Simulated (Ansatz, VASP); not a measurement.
## ZnCu in VASP and in Ansatz

```
CELL_PARAMETERS angstrom
2.94500 0.00000 0.00000
0.00000 2.94500 0.00000
0.00000 0.00000 2.94500
ATOMIC_POSITIONS crystal
Zn 0.50000 0.50000 0.50000
Cu 0.00000 0.00000 0.00000
```

Alike in both runs: task single point; functional PBE; k mesh 9 × 9 × 9; occupations fermi-dirac, width 0.05 eV; no spin polarisation.

|  | VASP | Ansatz |
| --- | --- | --- |
| version | VASP 6.6.1 | Ansatz 0.2.0 |
| potentials or method | VASP PAW PBE potentials, release 64 (Zn, Cu), cutoff 520 eV | all-electron LAPW, scalar-relativistic |

Ansatz gave:

```
gap on the k mesh at the Fermi level (eV) : none
pressure (GPa)                            : 2.5
```

**Question.** Estimate VASP's values.

**Answer.** gap on the k mesh at the Fermi level (eV): none; pressure (GPa): 3.1.

A gap of «none» marks a metal or a gap that the smearing closes. Ansatz ran all-electron here, and VASP with PAW potentials.
